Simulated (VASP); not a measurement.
# Te2Mo (P6_3/mmc) in VASP: a series of runs

The runs below take Te2Mo through single point, with PBE+U.

Program: VASP 6.6.1. These are calculated values, not measurements. Logs are shortened: lines on timing, memory, paths and dates and some standing lists are left out, and cuts for length are marked.

### Step 1. The cell of the first run

Symmetry: P6_3/mmc, No. 194, hexagonal system. Conventional cell: a = 3.518 Å, b = 3.518 Å, c = 13.974 Å, α = 90.00°, β = 90.00°, γ = 120.00°. Within 3.7 Å of Te (site symmetry 3m) lie 3 Mo at 2.72 Å and 7 Te at 3.52 to 3.61 Å. Mo (site symmetry -6m2) has 6 Te at 2.72 Å and 6 Mo at 3.52 Å within 3.6 Å.

### Step 2. Single point, PBE+U, collinear spin, zero start

INCAR reads:

```
SYSTEM = Te2Mo
PREC     = Accurate       ! precision mode
ENCUT    = 500            ! plane-wave cutoff, eV
EDIFF    = 1E-6           ! SCF threshold, eV
ISMEAR   = 0              ! smearing method
SIGMA    = 0.05           ! smearing width, eV
LREAL    = .False.        ! projectors in reciprocal space
LASPH    = .True.         ! aspherical terms in the spheres
NELM     = 200            ! most SCF steps
ALGO     = Normal         ! electronic algorithm
ISIF     = 2              ! what is computed and relaxed
LWAVE    = .False.        ! write WAVECAR
LCHARG   = .False.        ! write CHGCAR
ISPIN    = 2              ! spin polarisation
MAGMOM   = 0 0 0 0 0 0    ! initial moments
LORBIT   = 11             ! projections on sites
LMAXMIX  = 4              ! l up to which the mixer works
LDAU     = .True.         ! DFT+U
LDAUTYPE = 2            
LDAUL    = -1 2           ! shell
LDAUU    = 0 4            ! U, eV
LDAUJ    = 0 0          
LDAUPRINT= 1            
GGA      = PE             ! functional
NBANDS   = 39             ! bands
GGA_COMPAT= .False.
```

KPOINTS reads:

```
Automatic mesh
0
Gamma
  6 6 2
  0 0 0
```

POSCAR reads:

```
Te2Mo
1.0
    3.5181997400      0.0000000000      0.0000000000
   -1.7590998700      3.0468503500      0.0000000000
    0.0000000000      0.0000000000     13.9735999500
Te Mo
4 2
Direct
    0.3333333333      0.6666666667      0.6210000000
    0.6666666667      0.3333333333      0.1210000000
    0.3333333333      0.6666666667      0.8790000000
    0.6666666667      0.3333333333      0.3790000000
    0.3333333333      0.6666666667      0.2500000000
    0.6666666667      0.3333333333      0.7500000000
```

Potentials or basis: VASP PAW PBE potentials, release 64 (Te, Mo_sv).

Command:

```
$ cat potpaw_PBE.64/Te/POTCAR potpaw_PBE.64/Mo_sv/POTCAR > POTCAR
$ mpirun -np 1 vasp_std > vasp.out
```

OUTCAR:

```text
SYSTEM = Te2Mo
   PREC = Accurate
   ENCUT = 500
   EDIFF = 1E-6
   ISMEAR = 0
   LREAL = .False.
   LASPH = .True.
   NELM = 200
   ISIF = 2
   ISPIN = 2
   LORBIT = 11
   GGA = PE

 ion  position               nearest neighbor table
   1  0.333  0.667  0.621-   6 2.72   6 2.72   6 2.72   3 3.61
   2  0.667  0.333  0.121-   5 2.72   5 2.72   5 2.72   4 3.61
   3  0.333  0.667  0.879-   6 2.72   6 2.72   6 2.72   1 3.61
   4  0.667  0.333  0.379-   5 2.72   5 2.72   5 2.72   2 3.61
   5  0.333  0.667  0.250-   2 2.72   4 2.72   2 2.72   4 2.72   2 2.72   4 2.72
   6  0.667  0.333  0.750-   1 2.72   3 2.72   1 2.72   3 2.72   1 2.72   3 2.72

  LATTYP: Found a hexagonal cell.
 ALAT       =     3.5181997400
 C/A-ratio  =     3.9718040426

  Lattice vectors:

 A1 = (   3.5181997400,   0.0000000000,   0.0000000000)
 A2 = (  -1.7590998700,   3.0468503500,   0.0000000000)
 A3 = (   0.0000000000,   0.0000000000,  13.9735999500)

Analysis of symmetry for initial positions (statically):
=====================================================================
 Subroutine PRICEL returns:
 Original cell was already a primitive cell.

 Routine SETGRP: Setting up the symmetry group for a
 hexagonal supercell.

 Subroutine GETGRP returns: Found 24 space group operations
 (whereof 12 operations were pure point group operations)
 out of a pool of 24 trial point group operations.

The static configuration has the point symmetry D_3d.
 The point group associated with its full space group is D_6h.

Analysis of symmetry for dynamics (positions and initial velocities):
=====================================================================
 Subroutine PRICEL returns:
 Original cell was already a primitive cell.

 Routine SETGRP: Setting up the symmetry group for a
 hexagonal supercell.

 Subroutine GETGRP returns: Found 24 space group operations
 (whereof 12 operations were pure point group operations)
 out of a pool of 24 trial point group operations.

The dynamic configuration has the point symmetry D_3d.
 The point group associated with its full space group is D_6h.

Analysis of structural, dynamic, and magnetic symmetry:
=====================================================================
 Subroutine PRICEL returns:
 Original cell was already a primitive cell.

 Routine SETGRP: Setting up the symmetry group for a
 hexagonal supercell.

 Subroutine GETGRP returns: Found 24 space group operations
 (whereof 12 operations were pure point group operations)
 out of a pool of 24 trial point group operations.

The overall configuration has the point symmetry D_3d.
 The point group associated with its full space group is D_6h.

 Subroutine INISYM returns: Found 24 space group operations
 (whereof 12 operations are pure point group operations),
 and found     1 'primitive' translations

----------------------------------------------------------------------------------------

                                     Primitive cell

  volume of cell :     149.7890

  direct lattice vectors                    reciprocal lattice vectors
     3.518199740  0.000000000  0.000000000     0.284236278  0.164103892  0.000000000
    -1.759099870  3.046850350  0.000000000     0.000000000  0.328207783  0.000000000
     0.000000000  0.000000000 13.973599950     0.000000000  0.000000000  0.071563520

  length of vectors
     3.518199740  3.518199740 13.973599950     0.328207783  0.328207783  0.071563520

[... 147 lines left out ...]
  o =  0.3902  v =  0.0000  0.0000  0.0000  0.0000  0.0000  0.0000  0.0000  0.0000  0.0000 -1.0000      0.0000  0.0000  0.0000  0.0000  0.0000  0.0000  0.0000  0.0000  0.0000  0.0000
  o =  0.4039  v =  0.0000  0.0000  0.0000  0.0000  0.0000  0.0000 -1.0000 -0.0000  0.0000 -0.0000      0.0000  0.0000  0.0000  0.0000  0.0000  0.0000  0.0000  0.0000  0.0000  0.0000
  o =  0.4039  v =  0.0000  0.0000  0.0000  0.0000  0.0000  0.0000  0.0000 -0.0000  1.0000  0.0000      0.0000  0.0000  0.0000  0.0000  0.0000  0.0000  0.0000  0.0000  0.0000  0.0000
  o =  0.4039  v =  0.0000  1.0000  0.0000 -0.0000  0.0000  0.0000  0.0000  0.0000  0.0000  0.0000      0.0000  0.0000  0.0000  0.0000  0.0000  0.0000  0.0000  0.0000  0.0000  0.0000
  o =  0.4039  v =  0.0000  0.0000 -0.0000  1.0000 -0.0000  0.0000  0.0000  0.0000  0.0000  0.0000      0.0000  0.0000  0.0000  0.0000  0.0000  0.0000  0.0000  0.0000  0.0000  0.0000

atom =   6  type =  2  l = 2

 onsite density matrix

spin component  1

  0.3902 -0.0000  0.0000 -0.0000  0.0000
 -0.0000  0.4039  0.0000  0.0000  0.0000
  0.0000  0.0000  0.3862  0.0000 -0.0000
 -0.0000  0.0000  0.0000  0.4039  0.0000
  0.0000  0.0000 -0.0000  0.0000  0.3902

spin component  2

  0.3902  0.0000  0.0000  0.0000  0.0000
  0.0000  0.4039 -0.0000  0.0000 -0.0000
  0.0000 -0.0000  0.3862 -0.0000 -0.0000
  0.0000  0.0000 -0.0000  0.4039 -0.0000
  0.0000 -0.0000 -0.0000 -0.0000  0.3902

 occupancies and eigenvectors

  o =  0.3862  v =  0.0000  0.0000  0.0000  0.0000  0.0000  0.0000  0.0000 -1.0000 -0.0000 -0.0000      0.0000  0.0000  0.0000  0.0000  0.0000  0.0000  0.0000  0.0000  0.0000  0.0000
  o =  0.3862  v =  0.0000  0.0000  1.0000 -0.0000  0.0000  0.0000  0.0000  0.0000  0.0000  0.0000      0.0000  0.0000  0.0000  0.0000  0.0000  0.0000  0.0000  0.0000  0.0000  0.0000
  o =  0.3902  v =  0.0000 -0.0000 -0.0000  0.0000  1.0000  0.0000  0.0000  0.0000  0.0000  0.0000      0.0000  0.0000  0.0000  0.0000  0.0000  0.0000  0.0000  0.0000  0.0000  0.0000
  o =  0.3902  v =  1.0000  0.0000  0.0000  0.0000  0.0000  0.0000  0.0000  0.0000  0.0000  0.0000      0.0000  0.0000  0.0000  0.0000  0.0000  0.0000  0.0000  0.0000  0.0000  0.0000
  o =  0.3902  v =  0.0000  0.0000  0.0000  0.0000  0.0000  0.0000 -0.0000 -0.0000 -0.0000  1.0000      0.0000  0.0000  0.0000  0.0000  0.0000  0.0000  0.0000  0.0000  0.0000  0.0000
  o =  0.3902  v =  0.0000  0.0000  0.0000  0.0000  0.0000  1.0000  0.0000  0.0000  0.0000  0.0000      0.0000  0.0000  0.0000  0.0000  0.0000  0.0000  0.0000  0.0000  0.0000  0.0000
  o =  0.4039  v =  0.0000  0.0000  0.0000  0.0000  0.0000  0.0000  1.0000  0.0000 -0.0000  0.0000      0.0000  0.0000  0.0000  0.0000  0.0000  0.0000  0.0000  0.0000  0.0000  0.0000
  o =  0.4039  v =  0.0000  0.0000  0.0000  0.0000  0.0000  0.0000  0.0000 -0.0000  1.0000  0.0000      0.0000  0.0000  0.0000  0.0000  0.0000  0.0000  0.0000  0.0000  0.0000  0.0000
  o =  0.4039  v =  0.0000 -1.0000  0.0000 -0.0000 -0.0000  0.0000  0.0000  0.0000  0.0000  0.0000      0.0000  0.0000  0.0000  0.0000  0.0000  0.0000  0.0000  0.0000  0.0000  0.0000
  o =  0.4039  v =  0.0000 -0.0000  0.0000  1.0000 -0.0000  0.0000  0.0000  0.0000  0.0000  0.0000      0.0000  0.0000  0.0000  0.0000  0.0000  0.0000  0.0000  0.0000  0.0000  0.0000

 number of electron      51.9999997 magnetization       0.0000000

 Free energy of the ion-electron system (eV)
  ---------------------------------------------------
  ext. energy  EPLUGINS =         0.00000000
  ---------------------------------------------------
  free energy    TOTEN  =       -26.39056707 eV

  energy without entropy =      -26.39056707  energy(sigma->0) =      -26.39056707

 E-fermi :   8.4914     XC(G=0): -10.4475

 val. band max:        8.2758670933   @ k =   0.0000   0.0000   0.0000
 cond. band min:       9.0745692456   @ k =   0.1667   0.1667   0.0000
 fundamental gap:      0.7987021523
 Fermi energy:         8.4913982478

 spin component 1

 k-point     1 :       0.0000    0.0000    0.0000
  band No.  band energies     occupation
      1     -53.0041      1.00000
      2     -53.0041      1.00000
      3     -27.1514      1.00000
      4     -27.1513      1.00000
      5     -27.0342      1.00000
      6     -27.0342      1.00000
[... 563 lines left out ...]
     37      13.9315      0.00000
     38      13.9315      0.00000
 Fermi energy:         8.4913982478

 spin component 2

 k-point     1 :       0.0000    0.0000    0.0000
  band No.  band energies     occupation
      1     -53.0041      1.00000
      2     -53.0041      1.00000
      3     -27.1514      1.00000
      4     -27.1513      1.00000
      5     -27.0342      1.00000
      6     -27.0342      1.00000
[... 563 lines left out ...]
     37      13.9315      0.00000
     38      13.9315      0.00000
 [bands above 38 left out]

------------------------ aborting loop because EDIFF is reached ----------------------------------------

  FORCE on cell =-STRESS in cart. coord.  units (eV):
  Direction    XX          YY          ZZ          XY          YZ          ZX
  --------------------------------------------------------------------------------------
  -------------------------------------------------------------------------------------
  Total        3.6412770      3.6412770      4.7816482     -0.0000000      0.0000000      0.0000000
  in kB       38.9479302     38.9479302     51.1456006     -0.0000000      0.0000000      0.0000000
  external PRESSURE =      43.0138203 kB  Pullay stress =       0.0000000 kB

 VOLUME and BASIS-vectors are now :
 -----------------------------------------------------------------------------
  energy-cutoff  :      500.00
  volume of cell :      149.79
      direct lattice vectors                 reciprocal lattice vectors
     3.518199740  0.000000000  0.000000000     0.284236278  0.164103892  0.000000000
    -1.759099870  3.046850350  0.000000000     0.000000000  0.328207783  0.000000000
     0.000000000  0.000000000 13.973599950     0.000000000  0.000000000  0.071563520

 POSITION                                       TOTAL-FORCE (eV/Angst)
 -----------------------------------------------------------------------------------
     -0.00000      2.03123      8.67761        -0.000000      0.000000     -0.401274
      1.75910      1.01562      1.69081         0.000000     -0.000000     -0.401274
     -0.00000      2.03123     12.28279        -0.000000      0.000000      0.401274
      1.75910      1.01562      5.29599         0.000000     -0.000000      0.401274
     -0.00000      2.03123      3.49340        -0.000000      0.000000     -0.000000
      1.75910      1.01562     10.48020         0.000000     -0.000000     -0.000000
 -----------------------------------------------------------------------------------
    total drift:                               -0.000000      0.000000     -0.000000

  FREE ENERGIE OF THE ION-ELECTRON SYSTEM (eV)
  ---------------------------------------------------
  free  energy   TOTEN  =       -26.3905670705 eV

  energy  without entropy=      -26.3905670705  energy(sigma->0) =      -26.39056707

 total charge

# of ion       s       p       d       tot
------------------------------------------
    1        1.386   1.987   0.065   3.439
    2        1.386   1.987   0.065   3.439
    3        1.386   1.987   0.065   3.439
    4        1.386   1.987   0.065   3.439
    5        2.263   6.154   3.901  12.318
    6        2.263   6.154   3.901  12.318
--------------------------------------------------
tot         10.070  20.256   8.064  38.390

 magnetization (x)

# of ion       s       p       d       tot
------------------------------------------
    1        0.000   0.000   0.000   0.000
    2        0.000   0.000   0.000   0.000
    3        0.000   0.000   0.000   0.000
    4        0.000   0.000   0.000   0.000
    5       -0.000  -0.000  -0.000  -0.000
    6       -0.000  -0.000  -0.000  -0.000
--------------------------------------------------
tot          0.000   0.000  -0.000   0.000
```

Run time: 4.3 min. Hardware: 1 thread of Oxide Virtual Turin-like, shared host; peak memory 0.36 GiB.

Results:

| Quantity | Value |
| --- | --- |
| Free energy | -26.3906 eV |
| Pressure | 4.3 GPa |
| Largest force | 0.401 eV/Å |
| Band gap on the k mesh | 0.80 eV (least direct gap 1.05 eV) |
| Net moment | 0.00 μB per cell |
| Valence electrons inside the program's atomic spheres | Te 3.44; Mo 12.32 |

Forces on the atoms (eV/Å):
```
Te   0.000  0.000 -0.401
Te   0.000  0.000 -0.401
Te   0.000  0.000  0.401
Te   0.000  0.000  0.401
Mo   0.000  0.000  0.000
Mo   0.000  0.000  0.000
```

Eigenvalues of the final occupation matrices:
```csv
site,spin,trace,eigenvalues
site 5 d,1,1.97,0.39 0.39 0.39 0.40 0.40
site 5 d,2,1.97,0.39 0.39 0.39 0.40 0.40
site 6 d,1,1.97,0.39 0.39 0.39 0.40 0.40
site 6 d,2,1.97,0.39 0.39 0.39 0.40 0.40
```

Caveat: the cell stands under pressure; spin-orbit coupling is left out, which moves the levels of the heavy elements; this functional lacks dispersion, which binds layers or chains, so the pressure and a relaxed spacing across them are unreliable; the U is typed as a test and isn't derived for this compound. A k mesh can miss the band edges.

### Step 3. Single point, PBE+U, collinear spin, zero start

INCAR reads:

```
PREC     = Accurate       # precision mode
ENCUT    = 500            # plane-wave cutoff, eV
EDIFF    = 1E-6           # SCF threshold, eV
ISMEAR   = 0              # smearing method
SIGMA    = 0.05           # smearing width, eV
LREAL    = False          # projectors in reciprocal space
LASPH    = True           # aspherical terms in the spheres
NELM     = 200            # most SCF steps
ALGO     = Normal         # electronic algorithm
ISIF     = 2              # what is computed and relaxed
LWAVE    = False          # write WAVECAR
LCHARG   = False          # write CHGCAR
ISPIN    = 2              # spin polarisation
MAGMOM   = 0 0 0 0 0 0    # initial moments
LORBIT   = 11             # projections on sites
LMAXMIX  = 4              # l up to which the mixer works
LDAU     = True           # DFT+U
LDAUTYPE = 2            
LDAUL    = -1 2           # shell
LDAUU    = 0 4            # U, eV
LDAUJ    = 0 0          
LDAUPRINT= 1            
GGA      = PE             # functional
NBANDS   = 39             # bands
GGA_COMPAT= False
```

KPOINTS reads:

```
regular mesh
0
Gamma
  6 6 2
```

POSCAR is that of step 2.

Potentials or basis: VASP PAW PBE potentials, release 64 (Te, Mo_sv).

Command:

```
$ cat potpaw_PBE.64/Te/POTCAR potpaw_PBE.64/Mo_sv/POTCAR > POTCAR
$ mpirun -np 1 vasp_std > vasp.out
```

Wall time 4.8 min (1 thread of Oxide Virtual Turin-like, shared host); peak memory 0.36 GiB.

Results (log left out):

* Free energy: -26.3906 eV
* Pressure: 4.3 GPa
* Largest force: 0.401 eV/Å
* Band gap on the k mesh: 0.80 eV (least direct gap 1.05 eV)
* Net moment: 0.00 μB per cell
* Valence electrons inside the program's atomic spheres: Te 3.44; Mo 12.32

Forces on the atoms (eV/Å):
```
Te   0.000  0.000 -0.401
Te   0.000  0.000 -0.401
Te   0.000  0.000  0.401
Te   0.000  0.000  0.401
Mo   0.000  0.000  0.000
Mo   0.000  0.000  0.000
```

Stress tensor (GPa, compression positive):
```
3.89 0.00 0.00
0.00 3.89 0.00
0.00 0.00 5.11
```

Levels at points of the mesh, in eV from the valence-band top:
Spin up:
```csv
k point,band 23,band 24,band 25,band 26,band 27,band 28,band 29,band 30
"(0.00, 0.00, 0.00)",-1.06,-1.05,-0.42,0.00,2.83,2.83,2.96,2.96
"(0.50, 0.00, 0.00)",-1.10,-1.01,-0.70,-0.41,1.27,1.32,1.47,1.79
"(0.00, 0.00, 0.50)",-1.08,-1.08,-0.10,-0.10,2.87,2.87,2.87,2.87
"(0.50, 0.00, 0.50)",-1.04,-1.04,-0.55,-0.55,1.29,1.29,1.65,1.65
```
Spin down:
| k point | band 23 | band 24 | band 25 | band 26 | band 27 | band 28 | band 29 | band 30 |
| --- | --- | --- | --- | --- | --- | --- | --- | --- |
| (0.00, 0.00, 0.00) | -1.06 | -1.05 | -0.42 | 0.00 | 2.83 | 2.83 | 2.96 | 2.96 |
| (0.50, 0.00, 0.00) | -1.10 | -1.01 | -0.70 | -0.41 | 1.27 | 1.32 | 1.47 | 1.79 |
| (0.00, 0.00, 0.50) | -1.08 | -1.08 | -0.10 | -0.10 | 2.87 | 2.87 | 2.87 | 2.87 |
| (0.50, 0.00, 0.50) | -1.04 | -1.04 | -0.55 | -0.55 | 1.29 | 1.29 | 1.65 | 1.65 |

Eigenvalues of the final occupation matrices:
| site | spin | trace | eigenvalues |
| --- | --- | --- | --- |
| site 5 d | 1 | 1.97 | 0.39 0.39 0.39 0.40 0.40 |
| site 5 d | 2 | 1.97 | 0.39 0.39 0.39 0.40 0.40 |
| site 6 d | 1 | 1.97 | 0.39 0.39 0.39 0.40 0.40 |
| site 6 d | 2 | 1.97 | 0.39 0.39 0.39 0.40 0.40 |

Caveat: the cell stands under pressure; spin-orbit coupling is left out, which moves the levels of the heavy elements; this functional lacks dispersion, which binds layers or chains, so the pressure and a relaxed spacing across them are unreliable; the U is typed as a test and isn't derived for this compound. A k mesh can miss the band edges.

### Step 4. Single point, PBE+U, collinear spin

INCAR reads:

```
ALGO = Normal ; EDIFF = 1E-6
ENCUT = 500 ; GGA = PE
GGA_COMPAT = F ; ISIF = 2
ISMEAR = 0 ; ISPIN = 2
LASPH = T ; LCHARG = T
LDAU = T ; LDAUJ = 0 0
LDAUL = -1 2 ; LDAUPRINT = 1
LDAUTYPE = 2 ; LDAUU = 0 4
LELF = T ; LMAXMIX = 4
LORBIT = 11 ; LREAL = F
LVHAR = T ; LWAVE = F
MAGMOM = 0 0 0 0 2.2 -2.2 ; NBANDS = 39
NELM = 200 ; PREC = Accurate
SIGMA = 0.05
```

KPOINTS reads:

```
k-points
0
Gamma
  6 6 2
```

POSCAR is that of step 3.

Command:

```
$ cat potpaw_PBE.64/Te/POTCAR potpaw_PBE.64/Mo_sv/POTCAR > POTCAR
$ mpirun -np 1 vasp_std > vasp.out
```

It took 6.7 min on 1 thread of Oxide Virtual Turin-like, shared host; peak memory 0.37 GiB.

It converged, with:

- Free energy: -26.3906 eV
- Pressure: 4.3 GPa
- Largest force: 0.402 eV/Å
- Band gap on the k mesh: 0.80 eV (least direct gap 1.05 eV)
- Net moment: 0.00 μB per cell
- Valence electrons inside the program's atomic spheres: Te 3.44; Mo 12.32

Forces in eV/Å, atoms in the order of the input:
```
Te   0.000  0.000 -0.402
Te   0.000  0.000 -0.402
Te   0.000  0.000  0.402
Te   0.000  0.000  0.402
Mo   0.000  0.000  0.000
Mo   0.000  0.000  0.000
```

Stress tensor (GPa, compression positive):
```
3.89 0.00 0.00
0.00 3.89 0.00
0.00 0.00 5.09
```

Levels at points of the mesh, in eV from the valence-band top:
Spin up:
```tsv
k point	band 24	band 25	band 26	band 27	band 28	band 29
(0.00, 0.00, 0.00)	-1.05	-0.42	0.00	2.83	2.83	2.96
(0.50, 0.00, 0.00)	-1.01	-0.70	-0.41	1.27	1.32	1.47
(0.00, 0.00, 0.50)	-1.08	-0.10	-0.10	2.87	2.87	2.87
(0.50, 0.00, 0.50)	-1.04	-0.55	-0.55	1.29	1.29	1.65
```
Spin down:
| k point | band 22 | band 23 | band 24 | band 25 | band 26 | band 27 | band 28 | band 29 | band 30 | band 31 |
| --- | --- | --- | --- | --- | --- | --- | --- | --- | --- | --- |
| (0.00, 0.00, 0.00) | -1.06 | -1.06 | -1.05 | -0.42 | 0.00 | 2.83 | 2.83 | 2.96 | 2.96 | 3.07 |
| (0.50, 0.00, 0.00) | -1.87 | -1.10 | -1.01 | -0.70 | -0.41 | 1.27 | 1.32 | 1.47 | 1.79 | 2.55 |
| (0.00, 0.00, 0.50) | -1.08 | -1.08 | -1.08 | -0.10 | -0.10 | 2.87 | 2.87 | 2.87 | 2.87 | 3.23 |
| (0.50, 0.00, 0.50) | -1.98 | -1.04 | -1.04 | -0.55 | -0.55 | 1.29 | 1.29 | 1.65 | 1.65 | 2.97 |

Eigenvalues of the final occupation matrices:
```csv
site,spin,trace,eigenvalues
site 5 d,1,1.97,0.39 0.39 0.39 0.40 0.40
site 5 d,2,1.97,0.39 0.39 0.39 0.40 0.40
site 6 d,1,1.97,0.39 0.39 0.39 0.40 0.40
site 6 d,2,1.97,0.39 0.39 0.39 0.40 0.40
```

Caveat: the cell stands under pressure; spin-orbit coupling is left out, which moves the levels of the heavy elements; this functional lacks dispersion, which binds layers or chains, so the pressure and a relaxed spacing across them are unreliable; the U is typed as a test and isn't derived for this compound. A k mesh can miss the band edges.
